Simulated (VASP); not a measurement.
Runs of VASP 6.6.1 on Fe. The structure is that of space group Pmma (No. 51), or close to it. The cells are those of the table. 

```tsv
cell	k mesh	gap on the mesh (eV)	moment (μB)	largest force (eV/Å)
a = 11.000, b = 9.300, c = 2.375 Å, 2 atoms	1 × 1 × 27	none	(a)	0.03
a = 10.000, b = 9.300, c = 2.540 Å, 2 atoms	1 × 1 × 16	none	(c)	0.07
a = 11.000, b = 9.300, c = 2.339 Å, 2 atoms	1 × 1 × 27	none	6.08	0.34
a = 10.000, b = 9.300, c = 3.973 Å, 2 atoms	1 × 1 × 16	none	(b)	0.23
```

Alike in all rows: task single point; level PBE; potentials or basis VASP PAW PBE potentials, release 64 (Fe); spin collinear, ferromagnetic start; cutoff (eV) 520; smearing gaussian 0.05 eV.

Fill in the values left out.

(a) 6.36; (b) 6.13; (c) 6.44.

A gap of «none» marks levels without a gap at the run's occupations.
